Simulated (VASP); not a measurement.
# BiPt3 (Pm-3m) in VASP: a series of runs

Runs on BiPt3. Level: PBE. Tasks: single point.

Program: VASP 6.6.1. These are calculated values, not measurements. Logs are shortened: lines on timing, memory, paths and dates and some standing lists are left out, and cuts for length are marked.

### 1 The cell of the first run

Symmetry: Pm-3m, No. 221, cubic system. The conventional cell has a = 4.186 Å, b = 4.186 Å, c = 4.186 Å, α = 90.00°, β = 90.00°, γ = 90.00°. Within 3.9 Å of Bi (site symmetry m-3m) lie 12 Pt at 2.96 Å. Within 3.9 Å of Pt (site symmetry 4/mmm) lie 4 Bi at 2.96 Å and 8 Pt at 2.96 Å.

### 2 Single point, PBE

Contents of INCAR:

```
SYSTEM = BiPt3
PREC = Accurate
ENCUT = 520
EDIFF = 1E-6
ISMEAR = 1
SIGMA = 0.25
LREAL = .FALSE.
LASPH = .TRUE.
NELM = 80
ALGO = Normal
ISIF = 2
LWAVE = .FALSE.
LCHARG = .FALSE.
GGA = PE
NBANDS = 30
```

Contents of KPOINTS:

```
regular mesh
0
G
  5 5 5
  0 0 0
```

Contents of POSCAR:

```
BiPt3
1.0
    4.1864950000      0.0000000000      0.0000000000
    0.0000000000      4.1864950000      0.0000000000
    0.0000000000      0.0000000000      4.1864950000
Bi Pt
1 3
Direct
    0.0000000000      0.0000000000      0.0000000000
    0.0000000000      0.5000000000      0.5000000000
    0.5000000000      0.0000000000      0.5000000000
    0.5000000000      0.5000000000      0.0000000000
```

Potentials or basis: VASP PAW PBE potentials, release 64 (Bi_d, Pt).

The run is started by

```bash
$ cat potpaw_PBE.64/Bi_d/POTCAR potpaw_PBE.64/Pt/POTCAR > POTCAR
$ mpirun -np 1 vasp_std > vasp.out
```

OUTCAR:

```text
SYSTEM = BiPt3
   PREC = Accurate
   ENCUT = 520
   EDIFF = 1E-6
   ISMEAR = 1
   LREAL = .FALSE.
   LASPH = .TRUE.
   NELM = 80
   ISIF = 2
   GGA = PE

 ion  position               nearest neighbor table
   1  0.000  0.000  0.000-   2 2.96   3 2.96   4 2.96   2 2.96   3 2.96   2 2.96   4 2.96   2 2.96
                             3 2.96   4 2.96   3 2.96   4 2.96
   2  0.000  0.500  0.500-   1 2.96   3 2.96   4 2.96   1 2.96   4 2.96   1 2.96   3 2.96   1 2.96
                             3 2.96   4 2.96   4 2.96   3 2.96
   3  0.500  0.000  0.500-   1 2.96   2 2.96   4 2.96   1 2.96   4 2.96   2 2.96   4 2.96   4 2.96
                             1 2.96   2 2.96   1 2.96   2 2.96
   4  0.500  0.500  0.000-   1 2.96   2 2.96   3 2.96   2 2.96   3 2.96   1 2.96   3 2.96   3 2.96
                             1 2.96   2 2.96   2 2.96   1 2.96

  LATTYP: Found a simple cubic cell.
 ALAT       =     4.1864950000

  Lattice vectors:

 A1 = (   4.1864950000,   0.0000000000,   0.0000000000)
 A2 = (   0.0000000000,   4.1864950000,   0.0000000000)
 A3 = (   0.0000000000,   0.0000000000,   4.1864950000)

Analysis of symmetry for initial positions (statically):
=====================================================================
 Subroutine PRICEL returns:
 Original cell was already a primitive cell.

 Routine SETGRP: Setting up the symmetry group for a
 simple cubic supercell.

 Subroutine GETGRP returns: Found 48 space group operations
 (whereof 48 operations were pure point group operations)
 out of a pool of 48 trial point group operations.

The static configuration has the point symmetry O_h .

Analysis of symmetry for dynamics (positions and initial velocities):
=====================================================================
 Subroutine PRICEL returns:
 Original cell was already a primitive cell.

 Routine SETGRP: Setting up the symmetry group for a
 simple cubic supercell.

 Subroutine GETGRP returns: Found 48 space group operations
 (whereof 48 operations were pure point group operations)
 out of a pool of 48 trial point group operations.

The dynamic configuration has the point symmetry O_h .

 Subroutine INISYM returns: Found 48 space group operations
 (whereof 48 operations are pure point group operations),
 and found     1 'primitive' translations

----------------------------------------------------------------------------------------

                                     Primitive cell

[... 79 lines left out ...]
   EDIFF  = 0.1E-05   stopping-criterion for ELM
   LREAL  =      F    real-space projection
   EDIFFG = 0.1E-04   stopping-criterion for IOM
   NSW    =      0    number of steps for IOM
   IBRION =     -1    ionic relax: 0-MD 1-quasi-New 2-CG
   NFREE  =      0    steps in history (QN), initial steepest desc. (CG)
   ISIF   =      2    stress and relaxation
   ISYM   =      2    0-nonsym 1-usesym 2-fastsym
   POTIM  = 0.5000    time-step for ionic-motion
   TEBEG  =    0.0;   TEEND  =   0.0 temperature during run
   PSTRESS=    0.0 pullay stress
   NELECT =      45.0000    total number of electrons
   NUPDOWN=      -1.0000    fix difference up-down
   EMIN   =  10.00;   EMAX   =-10.00  energy-range for DOS
   EFERMI =   0.00;   METHOD = LEGACY
   ISMEAR =     1;   SIGMA  =   0.25  broadening in eV -4-tet -1-fermi 0-gaus
   EFERMI_NEDOS =   21; number of points for ismear=-14 and -15
   IALGO  =     38    algorithm
   IMIX   =      4    mixing-type and parameters
     AMIX     =   0.40;   BMIX     =  1.00
     AMIX_MAG =   1.60;   BMIX_MAG =  1.00
  volume/ion in A,a.u.               =      18.34       123.79
  Fermi-wavevector in a.u.,A,eV,Ry     =   1.390897  2.628415 26.321770  1.934596
  Thomas-Fermi vector in A             =   2.514788
   LORBIT       =      0    0 simple, 1 ext, 2 COOP (PROOUT), +10 PAW based schemes
   GGA     = PE    functional components
   LHFCALC =     F    Hartree Fock is set to
   AEXX    =    0.0000 exact exchange contribution
   IVDW    =     0    specifies the selected vdW correction
   LEPSILON=     F    determine dielectric tensor
   LRPA    =     F    only Hartree local field effects (RPA)
 non-spin polarized calculation
 Methfessel and Paxton  Order N= 1 SIGMA  =   0.25
  energy-cutoff  :      520.00
  volume of cell :       73.38
 maximum number of plane-waves:      1993
 NGX is ok and might be reduce to    32
   NGX = 15   NGY = 15   NGZ = 15

 number of electron      45.0000002 magnetization

 Free energy of the ion-electron system (eV)
  ---------------------------------------------------
  ext. energy  EPLUGINS =         0.00000000
  ---------------------------------------------------
  free energy    TOTEN  =       -22.05947923 eV

  energy without entropy =      -22.05741547  energy(sigma->0) =      -22.05879131

 E-fermi :  10.3473     XC(G=0): -12.5072

 val. band max:       10.3446488572   @ k =   0.4000   0.2000   0.2000
 cond. band min:      10.5187963987   @ k =   0.4000   0.4000   0.2000
 fundamental gap:      0.1741475415
 Fermi energy:        10.3473382202

 k-point     1 :       0.0000    0.0000    0.0000
  band No.  band energies     occupation
      1     -12.9331      2.00000
      2     -12.9331      2.00000
      3     -12.9179      2.00000
      4     -12.9179      2.00000
      5     -12.9179      2.00000
      6      -2.8586      2.00000
[... 319 lines left out ...]
     29      20.8138      0.00000
     30      20.8787      0.00000

------------------------ aborting loop because EDIFF is reached ----------------------------------------

  FORCE on cell =-STRESS in cart. coord.  units (eV):
  Direction    XX          YY          ZZ          XY          YZ          ZX
  --------------------------------------------------------------------------------------
  -------------------------------------------------------------------------------------
  Total       -0.6254390     -0.6254390     -0.6254390      0.0000000     -0.0000000      0.0000000
  in kB      -13.6566377    -13.6566377    -13.6566377      0.0000000     -0.0000000      0.0000000
  external PRESSURE =     -13.6566377 kB  Pullay stress =       0.0000000 kB

 VOLUME and BASIS-vectors are now :
 -----------------------------------------------------------------------------
  energy-cutoff  :      520.00
  volume of cell :       73.38
      direct lattice vectors                 reciprocal lattice vectors
     4.186495000  0.000000000  0.000000000     0.238863297  0.000000000  0.000000000
     0.000000000  4.186495000  0.000000000     0.000000000  0.238863297  0.000000000
     0.000000000  0.000000000  4.186495000     0.000000000  0.000000000  0.238863297

 POSITION                                       TOTAL-FORCE (eV/Angst)
 -----------------------------------------------------------------------------------
      0.00000      0.00000      0.00000         0.000000      0.000000      0.000000
      0.00000      2.09325      2.09325         0.000000      0.000000      0.000000
      2.09325      0.00000      2.09325         0.000000      0.000000      0.000000
      2.09325      2.09325      0.00000         0.000000      0.000000      0.000000
 -----------------------------------------------------------------------------------
    total drift:                                0.000000     -0.000000     -0.000000

  FREE ENERGIE OF THE ION-ELECTRON SYSTEM (eV)
  ---------------------------------------------------
  free  energy   TOTEN  =       -22.0594792306 eV

  energy  without entropy=      -22.0574154689  energy(sigma->0) =      -22.05879131
```

OSZICAR:

```text
N       E                     dE             d eps       ncg     rms          rms(c)
DAV:   1     0.414079870438E+03    0.41408E+03   -0.21998E+04   600   0.165E+03
DAV:   2     0.109569251255E+02   -0.40312E+03   -0.38267E+03   630   0.444E+02
DAV:   3    -0.217466482814E+02   -0.32704E+02   -0.30947E+02   684   0.122E+02
DAV:   4    -0.227273439278E+02   -0.98070E+00   -0.97709E+00   678   0.209E+01
DAV:   5    -0.227605304948E+02   -0.33187E-01   -0.33185E-01   844   0.413E+00    0.128E+01
DAV:   6    -0.221559290014E+02    0.60460E+00   -0.17067E+00   660   0.831E+00    0.705E+00
DAV:   7    -0.220717469644E+02    0.84182E-01   -0.10716E-01   774   0.312E+00    0.338E+00
DAV:   8    -0.220609866001E+02    0.10760E-01   -0.58113E-02   700   0.158E+00    0.467E-01
DAV:   9    -0.220595532216E+02    0.14334E-02   -0.92721E-03   692   0.950E-01    0.718E-02
DAV:  10    -0.220594736104E+02    0.79611E-04   -0.47856E-04   758   0.247E-01    0.307E-02
DAV:  11    -0.220594791789E+02   -0.55685E-05   -0.23379E-05   742   0.311E-02    0.475E-03
DAV:  12    -0.220594792306E+02   -0.51694E-07   -0.23980E-06   546   0.141E-02
   1 F= -.22059479E+02 E0= -.22058791E+02  d E =-.206376E-02
```

It took 9.5 s on 1 thread of Intel Xeon Platinum 8559C (Emerald Rapids), shared host; peak memory 0.18 GiB.

Results:

```
Free energy : -22.0595 eV
Pressure    : -1.4 GPa
```

Caveat: spin-orbit coupling is left out, which moves the levels of the heavy elements.

### 3 Single point, PBE

Contents of INCAR:

```
SYSTEM = BiPt3
  ALGO = Normal
  EDIFF = 1E-7
  ENCUT = 520
  GGA = PE
  ISIF = 2
  ISMEAR = 1
  LASPH = .TRUE.
  LCHARG = .FALSE.
  LREAL = .FALSE.
  LWAVE = .FALSE.
  NBANDS = 30
  NELM = 60
  PREC = Accurate
  SIGMA = 0.15
```

Contents of KPOINTS:

```
k-points
0
G
  5 5 5
  0 0 0
```

POSCAR is that of step 2.

Potentials or basis: VASP PAW PBE potentials, release 64 (Bi_d, Pt).

The run is started by

```bash
$ cat potpaw_PBE.64/Bi_d/POTCAR potpaw_PBE.64/Pt/POTCAR > POTCAR
$ mpirun -np 1 vasp_std > vasp.out
```

OUTCAR:

```text
SYSTEM = BiPt3
   EDIFF = 1E-7
   ENCUT = 520
   GGA = PE
   ISIF = 2
   ISMEAR = 1
   LASPH = .TRUE.
   LREAL = .FALSE.
   NELM = 60
   PREC = Accurate

 ion  position               nearest neighbor table
   1  0.000  0.000  0.000-   2 2.96   3 2.96   4 2.96   2 2.96   3 2.96   2 2.96   4 2.96   2 2.96
                             3 2.96   4 2.96   3 2.96   4 2.96
   2  0.000  0.500  0.500-   1 2.96   3 2.96   4 2.96   1 2.96   4 2.96   1 2.96   3 2.96   1 2.96
                             3 2.96   4 2.96   4 2.96   3 2.96
[... 519 lines left out ...]
  --------------------------------------------------------------------------------------
  -------------------------------------------------------------------------------------
  Total       -0.6123561     -0.6123561     -0.6123561      0.0000000      0.0000000      0.0000000
  in kB      -13.3709701    -13.3709701    -13.3709701      0.0000000      0.0000000      0.0000000
  external PRESSURE =     -13.3709701 kB  Pullay stress =       0.0000000 kB

 VOLUME and BASIS-vectors are now :
 -----------------------------------------------------------------------------
  energy-cutoff  :      520.00
  volume of cell :       73.38
      direct lattice vectors                 reciprocal lattice vectors
     4.186495000  0.000000000  0.000000000     0.238863297  0.000000000  0.000000000
     0.000000000  4.186495000  0.000000000     0.000000000  0.238863297  0.000000000
     0.000000000  0.000000000  4.186495000     0.000000000  0.000000000  0.238863297

 POSITION                                       TOTAL-FORCE (eV/Angst)
 -----------------------------------------------------------------------------------
      0.00000      0.00000      0.00000         0.000000      0.000000      0.000000
      0.00000      2.09325      2.09325         0.000000      0.000000      0.000000
      2.09325      0.00000      2.09325         0.000000      0.000000      0.000000
      2.09325      2.09325      0.00000         0.000000      0.000000      0.000000
 -----------------------------------------------------------------------------------
    total drift:                                0.000000     -0.000000     -0.000000

  FREE ENERGIE OF THE ION-ELECTRON SYSTEM (eV)
  ---------------------------------------------------
  free  energy   TOTEN  =       -22.0572788342 eV

  energy  without entropy=      -22.0529691736  energy(sigma->0) =      -22.05584228
```

It took 9.9 s on 1 thread of Intel Xeon Platinum 8559C (Emerald Rapids), shared host; peak memory 0.18 GiB.

What came out:

| Item | Value |
| --- | --- |
| Free energy | -22.0573 eV |
| Pressure | -1.3 GPa |

Caveat: spin-orbit coupling is left out, which moves the levels of the heavy elements.
